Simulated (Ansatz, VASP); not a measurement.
PbSe: VASP beside Ansatz

INCAR

```
SYSTEM = PbSe
ALGO = Normal ; EDIFF = 1E-6
ENCUT = 520 ; GGA = PE
ISIF = 2 ; ISMEAR = -1
LASPH = .True. ; LCHARG = .False.
LREAL = .False. ; LWAVE = .False.
NBANDS = 17 ; NELM = 60
PREC = Accurate ; SIGMA = 0.02
```

The input KPOINTS:

```
k-points
0
Gamma
  8 8 8
  0 0 0
```

The input POSCAR:

```
PbSe
1.0
    0.0000000000      3.1195892417      3.0821295345
    3.1195892417      0.0000000000      3.0821295345
    3.1195892417      3.1195892417      0.0000000000
Pb Se
1 1
Direct
    0.0000000000      0.0000000000      0.0000000000
    0.5000000000      0.5000000000      0.5000000000
```

Input for Ansatz:

```yaml
crystal:
  lattice:
    - [0.0, 3.1195892417, 3.0821295345]
    - [3.1195892417, 0.0, 3.0821295345]
    - [3.1195892417, 3.1195892417, 0.0]
  atoms:
    - { symbol: Pb, position: [0.0, 0.0, 0.0] }
    - { symbol: Se, position: [0.5, 0.5, 0.5] }
kpoints:
  mp_grid: { grid: [8, 8, 8] }
  band_path:
    path:
      - [0.0, 0.0, 0.0]
      - [0.5, 0.0, 0.5]
      - [0.625, 0.25, 0.625]
      - [0.375, 0.375, 0.75]
      - [0.5, 0.5, 0.5]
      - [0.5, 0.25, 0.75]
      - [0.0, 0.0, 0.5]
    npoints: 1
hamiltonian:
  xc: pbe
scf:
  occupations: { method: fermi_dirac, width: 0.02 }
  n_extra_bands: 4
output:
  forces: true
  stress: true
  eigenvalues: true
  write_density: true
  write_potential: true
  elf: true
  volumetric_format: npy
```

Change from the starting cell: epitaxial_xy strain +1.0%.

Alike in both runs: task single point; functional PBE; k mesh 8 × 8 × 8; occupations fermi-dirac, width 0.02 eV; no spin polarisation.

```csv
,VASP,Ansatz
version,VASP 6.6.1,Ansatz 0.2.0
potentials or method,"VASP PAW PBE potentials, release 64 (Pb_d, Se)","plane waves, PAW"
plane-wave cutoff (eV),520,420
valence electrons in the cell,20,30
```

```csv
,VASP,Ansatz,Ansatz less VASP
pressure (GPa),0.1,0.1,+0.02
"traceless stress, the component that is largest in VASP (GPa)",0.86,0.86,-0.002
```

With one functional, cell and mesh, what is left measures potentials, basis and numerics. VASP's potentials hold 20 valence electrons a cell and Ansatz's 30, so a difference there can come from the potentials and not from the codes.

Neither program's run includes spin-orbit coupling.
